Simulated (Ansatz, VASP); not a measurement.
# TePb: VASP beside Ansatz

The input INCAR:

```
SYSTEM = TePb
PREC     = Accurate       ! precision mode
ENCUT    = 500            ! plane-wave cutoff, eV
EDIFF    = 1E-6           ! SCF threshold, eV
ISMEAR   = 0              ! smearing method
SIGMA    = 0.026000000000000002 ! smearing width, eV
LREAL    = .False.        ! projectors in reciprocal space
LASPH    = .True.         ! aspherical terms in the spheres
NELM     = 120            ! most SCF steps
ALGO     = Normal         ! electronic algorithm
ISIF     = 2              ! what is computed and relaxed
LWAVE    = .False.        ! write WAVECAR
LCHARG   = .False.        ! write CHGCAR
GGA      = PE             ! functional
NBANDS   = 17             ! bands
GGA_COMPAT= .False.
```

KPOINTS

```
Automatic mesh
0
Gamma
  7 7 7
  0 0 0
```

The input POSCAR:

```
TePb
1.0
    4.0022870000      0.0000000000      0.0000000000
    0.0000000000      4.0022870000      0.0000000000
    0.0000000000      0.0000000000      4.0022870000
Pb Te
1 1
Direct
    0.0000000000      0.0000000000      0.0000000000
    0.5000000000      0.5000000000      0.5000000000
```

Contents of input.yaml:

```yaml
crystal:
  lattice:
    - [4.002287, 0.0, 0.0]
    - [0.0, 4.002287, 0.0]
    - [0.0, 0.0, 4.002287]
  atoms:
    - { symbol: Pb, position: [0.0, 0.0, 0.0] }
    - { symbol: Te, position: [0.5, 0.5, 0.5] }
hamiltonian:
  xc: pbe
  pseudopotentials: { kind: paw }
kpoints:
  mp_grid: { grid: [7, 7, 7] }
scf:
  occupations: { method: gaussian, width: 0.026 }
output:
  forces: true
  stress: true
  eigenvalues: true
```

Alike in both runs: task single point; functional PBE; k mesh 7 × 7 × 7; occupations gaussian, width 0.026 eV; no spin polarisation.

```csv
,VASP,Ansatz
version,VASP 6.6.1,Ansatz 0.2.0
potentials or method,"VASP PAW PBE potentials, release 64 (Pb_d, Te)",Ansatz PAW
plane-wave cutoff (eV),500,420
valence electrons in the cell,20,30
```

```csv
,VASP,Ansatz,Ansatz less VASP
gap on the k mesh at the Fermi level (eV),none,none,-
pressure (GPa),0.0,0.1,+0.04
```

A gap of «none» marks a metal or a gap that the smearing closes. VASP's potentials hold 20 valence electrons a cell and Ansatz's 30, so a difference there can come from the potentials and not from the codes.

Neither program's run includes spin-orbit coupling.
